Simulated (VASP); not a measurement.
A run of VASP 6.6.1 is set up as follows.

Contents of INCAR:

```
SYSTEM = Cd2Te
ALGO = Fast
EDIFF = 1E-7
ENCUT = 520
GGA = PE
ISIF = 2
ISMEAR = 0
LASPH = .TRUE.
LCHARG = .FALSE.
LREAL = .FALSE.
LWAVE = .FALSE.
NBANDS = 22
NELM = 60
PREC = Accurate
SIGMA = 0.1
```

KPOINTS

```
k-points
0
G
  12 12 8
  0 0 0
```

Contents of POSCAR:

```
Cd2Te
1.0
    4.3007718333      0.0000000000      0.0000000000
   -2.1503859166      3.7245776635      0.0000000000
    0.0000000000      0.0000000000      5.3393697772
Cd Te
2 1
Direct
    0.3333333333      0.6666666667      0.3263014915
    0.6666666667      0.3333333333      0.6736985085
    0.0000000000      0.0000000000      0.0000000000
```

Potentials or basis: VASP PAW PBE potentials, release 64 (Cd, Te).

The run is started by

```console
$ cat potpaw_PBE.64/Cd/POTCAR potpaw_PBE.64/Te/POTCAR > POTCAR
$ mpirun -np 1 vasp_std > vasp.out
```

**Question.** What does it give for the pressure?

**Answer.** 0.2 GPa.

**Question.** Estimate the band gap on the k mesh.

**Answer.** Zero (bands 15 and 16 overlap by 2.71 eV).

Forces in eV/Å, atoms in the order of the input:
```
Cd   0.000  0.000  0.003
Cd   0.000  0.000 -0.003
Te   0.000  0.000  0.000
```

Caveat: spin-orbit coupling is left out, which moves the levels of the heavy elements.
